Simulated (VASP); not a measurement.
Here is a VASP 6.6.1 calculation.

File POSCAR:

```
NaH
1.0
    0.0685640000      2.4400000000      2.4400000000
    2.4400000000      0.0685640000      2.4400000000
    2.5085640000      2.5085640000      0.0000000000
Na H
1 1
Direct
    0.0000000000      0.0000000000      0.0000000000
    0.5000000000      0.5000000000      0.5000000000
```

File INCAR.step1:

```
SYSTEM = NaH
PREC     = Accurate       ! precision mode
ENCUT    = 520            ! plane-wave cutoff, eV
ISMEAR   = 0              ! smearing method
SIGMA    = 0.05           ! smearing width, eV
LREAL    = .FALSE.        ! projectors in reciprocal space
LASPH    = .TRUE.         ! aspherical terms in the spheres
NELM     = 80             ! most SCF steps
NBANDS   = 11             ! bands
GGA      = PE             ! functional
ALGO     = Normal         ! electronic algorithm
EDIFF    = 1E-4           ! SCF threshold, eV
LWAVE    = .TRUE.         ! write WAVECAR
LCHARG   = .FALSE.        ! write CHGCAR
```

INCAR.step2

```
SYSTEM = NaH
PREC     = Accurate       ! precision mode
ENCUT    = 520            ! plane-wave cutoff, eV
EDIFF    = 1E-6           ! SCF threshold, eV
ISMEAR   = 0              ! smearing method
SIGMA    = 0.05           ! smearing width, eV
LREAL    = .FALSE.        ! projectors in reciprocal space
LASPH    = .TRUE.         ! aspherical terms in the spheres
NELM     = 80             ! most SCF steps
ALGO     = Normal         ! electronic algorithm
ISIF     = 2              ! what is computed and relaxed
LWAVE    = .FALSE.        ! write WAVECAR
LCHARG   = .FALSE.        ! write CHGCAR
METAGGA  = R2SCAN         ! meta-GGA
LMIXTAU  = .TRUE.       
NBANDS   = 11             ! bands
ISTART   = 1
```

The input KPOINTS:

```
regular mesh
0
G
  8 8 8
  0 0 0
```

Potentials or basis: VASP PAW PBE potentials, release 64 (Na_pv, H).

Launch:

```sh
$ cat potpaw_PBE.64/Na_pv/POTCAR potpaw_PBE.64/H/POTCAR > POTCAR
$ cp INCAR.step1 INCAR
$ mpirun -np 1 vasp_std > vasp.out
$ cp INCAR.step2 INCAR
$ mpirun -np 1 vasp_std > vasp.out
```

Problem. Predict the pressure.

Solution. -1.4 GPa.

Problem. What does it give for the band gap on the k mesh?

Solution. 4.14 eV, indirect (least direct gap 5.09 eV).

Stress tensor (GPa, compression positive):
```
-1.42 -1.33  0.00
-1.33 -1.42  0.00
 0.00  0.00 -1.47
```

Caveat: the cell differs from its parent crystal (strain +0.0562 x Voigt [0, 0, 0, 0, 0, 1]); the PAW data sets were made with another functional, which shifts forces and pressure a little. A k mesh can miss the band edges.
